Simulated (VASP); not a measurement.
**SnSe2: single point with LDA**

SnSe2:

```xyz
3
Lattice="3.8130 0.0000 0.0000 -1.9065 3.3021 0.0000 0.0000 0.0000 6.0843" Properties=species:S:1:pos:R:3 pbc="T T T"
Sn    0.0000    0.0000    0.0000
Se    0.0000    2.2014    1.5755
Se    1.9065    1.1007    4.5088
```

This cell differs from its parent crystal: volume scaled by 1.04.

```
Program                : VASP 6.6.1
Task                   : single point
Functional             : LDA
Potentials or basis    : VASP PAW LDA potentials, release 64 (Sn_d, Se)
Cutoff                 : 500 eV
k mesh                 : 8 × 8 × 4
Occupations            : gaussian, width 0.05 eV
Spin                   : no spin polarisation
Dipole correction      : no
Further INCAR settings : ALGO = Normal; EDIFF = 1e-06; NBANDS = 20
```

| Quantity | Value |
| --- | --- |
| Pressure | -0.8 GPa |
| Largest force | 0.031 eV/Å |
| Band gap on the k mesh | 0.59 eV, indirect (least direct gap 0.84 eV) |

Forces in eV/Å, atoms in the order of the input:
```
Sn   0.000  0.000  0.000
Se   0.000  0.000  0.031
Se   0.000  0.000 -0.031
```

Stress tensor (GPa, compression positive):
```
-0.81  0.00  0.00
 0.00 -0.81  0.00
 0.00  0.00 -0.72
```

Levels at points of the mesh, in eV from the valence-band top:
| k point | band 10 | band 11 | band 12 | band 13 | band 14 | band 15 | band 16 | band 17 |
| --- | --- | --- | --- | --- | --- | --- | --- | --- |
| (0.00, 0.00, 0.00) | -0.63 | -0.39 | -0.39 | -0.07 | 0.77 | 2.88 | 4.53 | 4.53 |
| (0.50, 0.00, 0.00) | -3.12 | -2.61 | -1.51 | -0.29 | 1.10 | 3.52 | 5.08 | 5.10 |
| (0.00, 0.00, 0.50) | -0.76 | -0.76 | -0.17 | -0.17 | 2.41 | 2.77 | 4.20 | 4.20 |
| (0.50, 0.00, 0.50) | -2.38 | -2.04 | -0.98 | -0.81 | 0.63 | 3.92 | 4.54 | 5.72 |

It took 20 s on 1 thread of Intel(R) Xeon(R) 6975P-C (Granite Rapids), with other jobs on the host, peak memory 0.18 GiB.

Caveat: spin-orbit coupling is left out, which moves the levels of the heavy elements. A k mesh can miss the band edges.
